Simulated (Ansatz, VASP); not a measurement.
Two plane-wave programs on KNaBi2O6

```xyz
10
Lattice="4.2551 0.0000 0.0000 0.0000 4.2551 0.0000 0.0000 0.0000 8.5291" Properties=species:S:1:pos:R:3 pbc="T T T"
K     2.1276    2.1276    4.2645
Na    2.1276    2.1276    0.0000
Bi    0.0000    0.0000    6.4028
Bi    0.0000    0.0000    2.1263
O     2.1276    0.0000    6.4050
O     2.1276    0.0000    2.1240
O     0.0000    0.0000    4.2645
O     0.0000    0.0000    0.0000
O     0.0000    2.1276    6.4050
O     0.0000    2.1276    2.1240
```

Alike in both runs: task single point; functional PBE; k mesh 4 × 4 × 2; occupations gaussian, width 0.1 eV; no spin polarisation.

|  | VASP | Ansatz |
| --- | --- | --- |
| version | VASP 6.6.1 | Ansatz 0.2.0 |
| potentials or method | VASP PAW PBE potentials, release 64 (K_sv, Na_pv, Bi_d, O), cutoff 520 eV | scalar-relativistic, plane waves, PAW |
| valence electrons in the cell | 82 | 84 |

|  | VASP | Ansatz | Ansatz less VASP |
| --- | --- | --- | --- |
| gap on the k mesh at the Fermi level (eV) | none | none | - |
| pressure (GPa) | -0.5 | -0.8 | -0.27 |
| traceless stress, the component that is largest in VASP (GPa) | -0.33 | -0.32 | +0.005 |
| rms of the force components (eV/Å) | 0.052 | 0.051 | -0.0013 |

Atom by atom the forces differ by 0.001 eV/Å (rms over components). A gap of «none» marks a metal or a gap that the smearing closes. VASP's potentials hold 82 valence electrons a cell and Ansatz's 84, so a difference there can come from the potentials and not from the codes.

The k mesh is coarse, so the values compare programs but aren't converged. Neither program's run includes spin-orbit coupling.
